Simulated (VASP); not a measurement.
Write the native input for VASP 6.6.1 that does the following.

```
Task                   : single point
Functional             : PBEsol
Potentials or basis    : VASP PAW PBE potentials, release 64 (Sn_d, Se)
Cutoff                 : 520 eV
k mesh                 : 8 × 8 × 8
Occupations            : gaussian, width 0.05 eV
Spin                   : no spin polarisation
Dipole correction      : no
Further INCAR settings : ALGO = Normal; EDIFF = 1e-06; NBANDS = 17
```

The structure of SnSe lies in POSCAR:

```
SnSe
1.0
    0.0000000000      2.9727546651      2.9727546651
    3.1957112650      0.0000000000      2.9727546651
    3.1957112650      2.9727546651      0.0000000000
Sn Se
1 1
Direct
    0.0000000000      0.0000000000      0.0000000000
    0.5000000000      0.5000000000      0.5000000000
```

This cell differs from its parent crystal: strain +0.0750 x Voigt [1, 0, 0, 0, 0, 0].

These files were run (other wordings do the same):

INCAR

```
SYSTEM = SnSe
ALGO = Normal
EDIFF = 1E-6
ENCUT = 520
GGA = PS
ISIF = 2
ISMEAR = 0
LASPH = .TRUE.
LCHARG = .FALSE.
LREAL = .FALSE.
LWAVE = .FALSE.
NBANDS = 17
NELM = 60
PREC = Accurate
SIGMA = 0.05
```

KPOINTS

```
k-points
0
G
  8 8 8
  0 0 0
```

Potentials or basis: VASP PAW PBE potentials, release 64 (Sn_d, Se).

Command:

```sh
$ cat potpaw_PBE.64/Sn_d/POTCAR potpaw_PBE.64/Se/POTCAR > POTCAR
$ mpirun -np 1 vasp_std > vasp.out
```

Results of the run:

```yaml
Pressure: -2.8 GPa
Band_gap_on_the_k_mesh: 0.54 eV, indirect (least direct gap 0.61 eV)
```

Caveat: the cell differs from its parent crystal (strain +0.0750 x Voigt [1, 0, 0, 0, 0, 0]); the PAW data sets were made with another functional, which shifts forces and pressure a little; spin-orbit coupling is left out, which moves the levels of the heavy elements.

It took 37 s on 1 thread of Intel(R) Xeon(R) Platinum 8259CL CPU @ 2.50GHz (Skylake/Cascade Lake), with other jobs on the host, peak memory 0.2 GiB.
